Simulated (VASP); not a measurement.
Set up this calculation in VASP 6.6.1, as the native input.

```yaml
Task: single point
Functional: r2SCAN
Potentials_or_basis: VASP PAW PBE potentials, release 64 (Al)
Cutoff: 520 eV
k_mesh: 6 × 6 × 6
Occupations: fermi-dirac, width 0.05 eV
Spin: no spin polarisation
Dipole_correction: no
Further_INCAR_settings: ALGO = Normal; EDIFF = 1e-07; NBANDS = 8
```

The system is Al.

```
CELL_PARAMETERS angstrom
2.72176 0.00000 0.00000
0.00000 2.72176 0.00000
0.00000 0.00000 2.72176
ATOMIC_POSITIONS crystal
Al 0.00000 0.00000 0.00000
```

One way to write it, as run:

POSCAR

```
Al
1.0
    2.7217600000      0.0000000000      0.0000000000
    0.0000000000      2.7217600000      0.0000000000
    0.0000000000      0.0000000000      2.7217600000
Al
1
Direct
    0.0000000000      0.0000000000      0.0000000000
```

INCAR.step1

```
PREC = Accurate
ENCUT = 520
ISMEAR = -1
SIGMA = 0.05
LREAL = False
LASPH = True
NELM = 80
NBANDS = 8
GGA = PE
ALGO = Normal
EDIFF = 1E-4
LWAVE = True
LCHARG = False
```

INCAR.step2

```
PREC = Accurate
ENCUT = 520
EDIFF = 1E-7
ISMEAR = -1
SIGMA = 0.05
LREAL = False
LASPH = True
NELM = 80
ALGO = Normal
ISIF = 2
LWAVE = False
LCHARG = False
METAGGA = R2SCAN
LMIXTAU = True
NBANDS = 8
ISTART = 1
```

KPOINTS

```
Automatic mesh
0
Gamma
  6 6 6
```

Potentials or basis: VASP PAW PBE potentials, release 64 (Al).

The run is started by

```console
$ cat potpaw_PBE.64/Al/POTCAR > POTCAR
$ cp INCAR.step1 INCAR
$ mpirun -np 1 vasp_std > vasp.out
$ cp INCAR.step2 INCAR
$ mpirun -np 1 vasp_std > vasp.out
```

It gave:

```yaml
Pressure: -0.9 GPa
```

Caveat: the k points lie up to 0.38 Å⁻¹ apart; the PAW data sets were made with another functional, which shifts forces and pressure a little.

Wall time 12 s on 1 thread of AMD EPYC 7R43 64-Core Processor (Zen 3), on a shared host, peak memory 0.08 GiB.
